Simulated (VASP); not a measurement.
A run of VASP 6.6.1:

File INCAR:

```
  PREC = Accurate
  ENCUT = 520
  EDIFF = 1E-7
  ISMEAR = 0
  SIGMA = 0.15
  LREAL = False
  LASPH = True
  NELM = 80
  ALGO = Fast
  ISIF = 2
  LWAVE = False
  LCHARG = False
  GGA = PS
  NBANDS = 12
```

The input KPOINTS:

```
regular mesh
0
Gamma
  26 26 26
```

File POSCAR:

```
Au
1.0
    0.0000000000      1.9806763535      1.9806763535
    1.9806763535      0.0000000000      1.9806763535
    1.9806763535      1.9806763535      0.0000000000
Au
1
Direct
    0.0000000000      0.0000000000      0.0000000000
```

Potentials or basis: VASP PAW PBE potentials, release 64 (Au).

Launch:

```console
$ cat potpaw_PBE.64/Au/POTCAR > POTCAR
$ mpirun -np 1 vasp_std > vasp.out
```

Hardware: 1 thread of Intel Xeon 8259CL, with other jobs on the host.

Task: How long does it take, and how much memory?

Result: It took 2.7 min on 1 thread of Intel Xeon 8259CL, on a shared host, peak memory 0.22 GiB. Counts: scf iterations 14, k points 511.
